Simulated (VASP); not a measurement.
# SiTe2 (P-3m1) in VASP: notebook, part 2 of 2

VASP 6.6.1. Earlier steps stand in the parts before.

### 6 Relaxation of cell and atoms, LDA

This run uses another cell than the first one, of 29.56 Å³/atom, 1.684 times its volume.

The input, INCAR:

```
PREC = Accurate
ENCUT = 600
EDIFF = 1E-7
ISMEAR = -1
SIGMA = 0.02
LREAL = F
LASPH = T
NELM = 80
ALGO = Normal
ISIF = 3
LWAVE = F
LCHARG = F
GGA = CA
IBRION = 2
NSW = 80
EDIFFG = -0.03
```

The input, KPOINTS:

```
regular mesh
0
Gamma
  5 5 3
```

The input, POSCAR:

```
SiTe2
1.0
    4.0000000000      0.0000000000      0.0000000000
   -2.0000000000      3.4641016151      0.0000000000
    0.0000000000      0.0000000000      6.4000000000
Si Te
1 2
Direct
    0.0000000000      0.0000000000      0.0000000000
    0.3333333333      0.6666666667      0.2500000000
    0.6666666667      0.3333333333      0.7500000000
```

Potentials or basis: VASP PAW LDA potentials, release 64 (Si, Te).

Started as:

```
$ cat potpaw_LDA.64/Si/POTCAR potpaw_LDA.64/Te/POTCAR > POTCAR
$ mpirun -np 1 vasp_std > vasp.out
```

OUTCAR:

```text
PREC = Accurate
   ENCUT = 600
   EDIFF = 1E-7
   ISMEAR = -1
   LREAL = F
   LASPH = T
   NELM = 80
   ISIF = 3
   GGA = CA
   IBRION = 2
   NSW = 80
   EDIFFG = -0.03

 ion  position               nearest neighbor table
   1  0.000  0.000  0.000-   2 2.81   3 2.81   2 2.81   3 2.81   3 2.81   2 2.81
   2  0.333  0.667  0.250-   1 2.81   1 2.81   1 2.81
   3  0.667  0.333  0.750-   1 2.81   1 2.81   1 2.81

  LATTYP: Found a hexagonal cell.
 ALAT       =     4.0000000000
 C/A-ratio  =     1.6000000000

  Lattice vectors:

 A1 = (   4.0000000000,   0.0000000000,   0.0000000000)
 A2 = (  -2.0000000000,   3.4641016151,   0.0000000000)
 A3 = (   0.0000000000,   0.0000000000,   6.4000000000)

Analysis of symmetry for initial positions (statically):
=====================================================================
 Subroutine PRICEL returns:
 Original cell was already a primitive cell.

 Routine SETGRP: Setting up the symmetry group for a
 hexagonal supercell.

 Subroutine GETGRP returns: Found 12 space group operations
 (whereof 12 operations were pure point group operations)
 out of a pool of 24 trial point group operations.

The static configuration has the point symmetry D_3d.

Analysis of symmetry for dynamics (positions and initial velocities):
=====================================================================
 Subroutine PRICEL returns:
 Original cell was already a primitive cell.

 Routine SETGRP: Setting up the symmetry group for a
 hexagonal supercell.

 Subroutine GETGRP returns: Found 12 space group operations
 (whereof 12 operations were pure point group operations)
 out of a pool of 24 trial point group operations.

The dynamic configuration has the point symmetry D_3d.

 Subroutine INISYM returns: Found 12 space group operations
 (whereof 12 operations are pure point group operations),
 and found     1 'primitive' translations

----------------------------------------------------------------------------------------

                                     Primitive cell

  volume of cell :      88.6810

[... 129 lines left out ...]

  FORCE on cell =-STRESS in cart. coord.  units (eV):
  Direction    XX          YY          ZZ          XY          YZ          ZX
  --------------------------------------------------------------------------------------
  -------------------------------------------------------------------------------------
  Total       -3.9085942     -3.9085942     -2.5312316      0.0000000      0.0000000      0.0000000
  in kB      -70.6155879    -70.6155879    -45.7311240      0.0000000      0.0000000      0.0000000
  external PRESSURE =     -62.3207666 kB  Pullay stress =       0.0000000 kB
[... 92 lines left out ...]
  FREE ENERGIE OF THE ION-ELECTRON SYSTEM (eV)
  ---------------------------------------------------
  free  energy   TOTEN  =       -13.4121289983 eV

  energy  without entropy=      -13.4068708466  energy(sigma->0) =      -13.40949992

 E-fermi :   7.4911     XC(G=0): -10.0653

 val. band max:        7.4092899370   @ k =   0.0000   0.2000   0.3333
 cond. band min:       7.5763366081   @ k =   0.0000   0.0000   0.0000
 fundamental gap:      0.1670466711
 Fermi energy:         7.4911028869

 k-point     1 :       0.0000    0.0000    0.0000
  band No.  band energies     occupation
      1      -6.6031      2.00000
      2      -4.5684      2.00000
      3      -0.1927      2.00000
      4       6.4859      2.00000
      5       7.2108      2.00000
      6       7.2108      2.00000
      7       7.5763      0.02781
      8       7.5763      0.02780
      9       8.6091      0.00000
     10      10.9508      0.00000
     11      10.9508      0.00000
     12      11.2283      0.00000
[... 151 lines left out ...]
 k-point    12 :       0.4000    0.2000    0.3333
  band No.  band energies     occupation
      1      -3.6806      2.00000
      2      -3.4990      2.00000
      3      -0.6798      2.00000
      4       1.7361      2.00000
      5       2.8032      2.00000
      6       3.6488      2.00000
      7       5.4616      2.00000
      8       5.9484      2.00000
      9       7.9098      0.00000
     10      10.2406      0.00000
     11      10.3862      0.00000
     12      12.2288      0.00000

[... ionic steps 4 to 12 ...]

--------------------------------------- Ionic step       13  -------------------------------------------

 number of electron      16.0000000 magnetization

------------------------ aborting loop because EDIFF is reached ----------------------------------------
[... 69 lines left out ...]
--------------------------------------- Ionic step       15  -------------------------------------------

 number of electron      16.0000000 magnetization

 Free energy of the ion-electron system (eV)
  ---------------------------------------------------
  ext. energy  EPLUGINS =         0.00000000
  ---------------------------------------------------
  free energy    TOTEN  =       -13.47886264 eV

  energy without entropy =      -13.47497095  energy(sigma->0) =      -13.47691679

 E-fermi :   6.7925     XC(G=0):  -9.8134

 val. band max:        6.7900772443   @ k =   0.0000   0.0000   0.3333
 cond. band min:       6.8099674293   @ k =   0.2000  -0.0000   0.3333
 fundamental gap:      0.0198901850
 Fermi energy:         6.7924521729

 k-point     1 :       0.0000    0.0000    0.0000
  band No.  band energies     occupation
      1      -7.0578      2.00000
      2      -4.9455      2.00000
      3      -0.2974      2.00000
      4       6.0761      2.00000
      5       6.2154      2.00000
      6       6.2154      2.00000
      7       6.6757      1.99418
      8       6.6757      1.99418
      9       7.7843      0.00000
     10      10.0792      0.00000
     11      10.1598      0.00000
     12      10.1598      0.00000
[... 193 lines left out ...]
  FREE ENERGIE OF THE ION-ELECTRON SYSTEM (eV)
  ---------------------------------------------------
  free  energy   TOTEN  =       -13.4788626411 eV

  energy  without entropy=      -13.4749709461  energy(sigma->0) =      -13.47691679

 reached required accuracy - stopping structural energy minimisation
```

OSZICAR:

```text
N       E                     dE             d eps       ncg     rms          rms(c)
DAV:   1     0.617320310315E+02    0.61732E+02   -0.62633E+03   288   0.118E+03
DAV:   2    -0.851478189318E+01   -0.70247E+02   -0.67074E+02   376   0.155E+02
DAV:   3    -0.131360431890E+02   -0.46213E+01   -0.44266E+01   368   0.425E+01
[... 135 lines left out ...]
DAV:   3    -0.134790260927E+02    0.79858E-03   -0.10304E-03   308   0.175E-01    0.695E-02
DAV:   4    -0.134788728451E+02    0.15325E-03   -0.26263E-04   336   0.850E-02    0.109E-01
DAV:   5    -0.134788627689E+02    0.10076E-04   -0.21027E-05   416   0.296E-02    0.312E-02
DAV:   6    -0.134788626834E+02    0.85473E-07   -0.14967E-06   336   0.744E-03    0.382E-03
DAV:   7    -0.134788626411E+02    0.42341E-07   -0.87765E-08   184   0.227E-03
  15 F= -.13478863E+02 E0= -.13476917E+02  d E =-.511857E-03
```

Run time: 74 s. Hardware: 1 thread of Intel Xeon 6975P-C (Granite Rapids), shared host; peak memory 0.21 GiB.

What came out:

```
Free energy                            : -13.4789 eV
Relaxed volume                         : 26.41 Å³/atom
Relaxed cell                           : a = 3.731 Å, b = 3.731 Å, c = 6.571 Å, α = 90.00°, β = 90.00°, γ = 120.00°
Space group after relaxing (to 0.05 Å) : P-3m1 (No. 164)
Energy gained by relaxing              : 100.7 meV/atom
Ionic steps                            : 15
Pressure after relaxing                : -0.2 GPa
Largest force after relaxing           : 0.015 eV/Å
Band gap on the k mesh                 : zero (band 8 reaches 6.96 eV, above the bottom of band 9 at 6.09 eV)
```

Forces in eV/Å, atoms in the order of the input:
```
Si   0.000  0.000  0.000
Te   0.000  0.000 -0.015
Te   0.000  0.000  0.015
```

The path:
| step | energy change (eV) | largest force (eV/Å) | pressure (GPa) | volume (Å³) |
| --- | --- | --- | --- | --- |
| 1 | 0.0000 | 0.3812 | -6.23 | 88.68 |
| 2 | -0.1880 | 0.8289 | 4.01 | 74.71 |
| 3 | -0.2354 | 0.4226 | 0.10 | 78.56 |
| 4 | -0.2684 | 0.2175 | 0.32 | 77.85 |
| 5 | -0.2701 | 0.1426 | 0.76 | 75.56 |
| 6 | -0.2908 | 0.1462 | 0.55 | 76.62 |
| 7 | -0.2925 | 0.0335 | 0.45 | 77.09 |
| 8 | -0.2932 | 0.0940 | 0.49 | 76.90 |
| 9 | -0.2933 | 0.0833 | 0.48 | 76.93 |
| 10 | -0.2958 | 0.1780 | -0.28 | 77.91 |
| 11 | -0.2958 | 0.1734 | -0.24 | 77.86 |
| 12 | -0.2985 | 0.1326 | -0.12 | 78.02 |
| 13 | -0.3014 | 0.0461 | 0.16 | 78.35 |
| 14 | -0.3016 | 0.0189 | 0.26 | 78.46 |
| 15 | -0.3021 | 0.0148 | -0.16 | 79.23 |

Final structure:
```
Si Te
1.0
     3.73128    0.00000    0.00000
    -1.86564    3.23138    0.00000
     0.00000    0.00000    6.57093
Si Te
1 2
Direct
  0.00000 0.00000 0.00000
  0.33333 0.66667 0.24740
  0.66667 0.33333 0.75260
```

Levels at points of the mesh, in eV from the Fermi level:
```tsv
k point	band 6	band 7	band 8	band 9	band 10	band 11
(0.00, 0.00, 0.00)	-0.58	-0.12	-0.12	0.99	3.29	3.37
```

Caveat: the k points lie up to 0.39 Å⁻¹ apart in the final cell; spin-orbit coupling is left out, which moves the levels of the heavy elements.

### 7 Overview

| task | cell | cutoff (eV) | gap on the mesh (eV) | pressure (GPa) | largest force (eV/Å) |
| --- | --- | --- | --- | --- | --- |
| single point | a = 3.327, b = 3.327, c = 5.497 Å, angles 90.0, 90.0, 120.0°, 3 atoms | 520 | none | 45.8 | 0.06 |
| single point | a = 3.421, b = 3.421, c = 5.584 Å, angles 90.0, 90.0, 120.0°, 3 atoms | 520 | none | 30.6 | 0.06 |
| single point | a = 3.583, b = 3.583, c = 5.673 Å, angles 90.0, 90.0, 120.0°, 3 atoms | 520 | none | 15.4 | 0.05 |
| single point | a = 3.726, b = 3.726, c = 6.560 Å, angles 90.0, 90.0, 120.0°, 3 atoms | 520 | none | 0.2 | 0.04 |
| relaxation of cell and atoms | relaxed from a = 4.000, b = 4.000, c = 6.400 Å, angles 90.0, 90.0, 120.0°, 3 atoms | 600 | none | -0.2 | 0.01 |

Alike in all rows: level LDA; potentials or basis VASP PAW LDA potentials, release 64 (Si, Te); no spin polarisation; k mesh 5 × 5 × 3; smearing fermi-dirac 0.02 eV.

Caveats: all runs use coarse meshes; spin-orbit coupling is left out, which moves the levels of the heavy elements.

Absolute energies hang on the potentials; compare differences alone.
